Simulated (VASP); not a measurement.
Input of a VASP 6.6.1 run:

Contents of INCAR:

```
ALGO = Normal ; EDIFF = 1E-7
ENCUT = 520 ; GGA = PE
ISIF = 2 ; ISMEAR = 0
LASPH = True ; LCHARG = False
LREAL = False ; LWAVE = False
NBANDS = 24 ; NELM = 100
PREC = Accurate ; SIGMA = 0.02
```

KPOINTS

```
k-points
0
Gamma
  6 6 8
```

POSCAR

```
LiF
1.0
    2.5948787123     -5.2432729652     -0.0014269643
    2.5948787123      5.2432729652     -0.0014269643
   -1.3713969171      0.0000000000      2.7292218920
Li F
3 3
Direct
    0.3090908329      0.2311621418      0.1686936257
    0.7688378582      0.6909091671      0.8313063743
    0.8348966892      0.1651033108      0.5000000000
    0.4058079639      0.5941920361      0.5000000000
    0.0112335035      0.9887664965      0.5000000000
    0.6701331524      0.3298668476      0.5000000000
```

Potentials or basis: VASP PAW PBE potentials, release 64 (Li_sv, F).

Run with:

```sh
$ cat potpaw_PBE.64/Li_sv/POTCAR potpaw_PBE.64/F/POTCAR > POTCAR
$ mpirun -np 1 vasp_std > vasp.out
```

**Question.** Estimate the largest force.

**Answer.** 0.035 eV/Å.

**Question.** Predict the band gap on the k mesh.

**Answer.** 5.58 eV, indirect (least direct gap 5.59 eV).

Forces on the atoms (eV/Å):
```
Li  -0.029 -0.005 -0.020
Li   0.029 -0.005  0.020
Li   0.000 -0.019  0.000
F    0.000  0.033  0.000
F    0.000 -0.018  0.000
F    0.000  0.013  0.000
```

 A k mesh can miss the band edges.
